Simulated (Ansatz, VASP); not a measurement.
**W: VASP beside Ansatz**

File INCAR:

```
SYSTEM = W
PREC     = Accurate       ! precision mode
ENCUT    = 520            ! plane-wave cutoff, eV
EDIFF    = 1E-7           ! SCF threshold, eV
ISMEAR   = -1             ! smearing method
SIGMA    = 0.05           ! smearing width, eV
LREAL    = .FALSE.        ! projectors in reciprocal space
LASPH    = .TRUE.         ! aspherical terms in the spheres
NELM     = 80             ! most SCF steps
ALGO     = Normal         ! electronic algorithm
ISIF     = 2              ! what is computed and relaxed
LWAVE    = .FALSE.        ! write WAVECAR
LCHARG   = .TRUE.         ! write CHGCAR
GGA      = PS             ! functional
LELF     = .TRUE.         ! ELF
LVHAR    = .TRUE.       
NBANDS   = 13             ! bands
```

File KPOINTS:

```
regular mesh
0
G
  19 19 19
  0 0 0
```

Contents of POSCAR:

```
W
1.0
   -1.4637446817      1.4637446817      1.4637446817
    1.4637446817     -1.4637446817      1.4637446817
    1.4637446817      1.4637446817     -1.4637446817
W
1
Direct
    0.0000000000      0.0000000000      0.0000000000
```

Input for Ansatz:

```yaml
crystal:
  lattice:
    - [-1.4637446817, 1.4637446817, 1.4637446817]
    - [1.4637446817, -1.4637446817, 1.4637446817]
    - [1.4637446817, 1.4637446817, -1.4637446817]
  atoms:
    - { symbol: W, position: [0.0, 0.0, 0.0] }
kpoints:
  mp_grid: { grid: [19, 19, 19] }
scf:
  occupations: { method: fermi_dirac, width: 0.05 }
hamiltonian:
  xc: pbesol
  pseudopotentials: { kind: all_electron, lapw: { basis_error: 0.001 } }
output:
  forces: true
  stress: true
  eigenvalues: true
  populations: true
```

Change from the starting cell: volume scaled by 0.8, LAPW.

Alike in both runs: task single point; functional PBEsol; k mesh 19 × 19 × 19; occupations fermi-dirac, width 0.05 eV; no spin polarisation.

|  | VASP | Ansatz |
| --- | --- | --- |
| version | VASP 6.6.1 | Ansatz 0.2.0 |
| potentials or method | VASP PAW PBE potentials, release 64 (W_sv), cutoff 520 eV | all-electron LAPW, scalar-relativistic |

```csv
,VASP,Ansatz,Ansatz less VASP
pressure (GPa),116.8,113.2,-3.70
```

VASP's potentials were made for PBE, not for PBEsol. Both programs put the cell under a high pressure, so it lies far from rest at this level. Ansatz ran all-electron here, and VASP with PAW potentials.

Neither program's run includes spin-orbit coupling. Noted on VASP's run: the cell as given lies far from equilibrium.
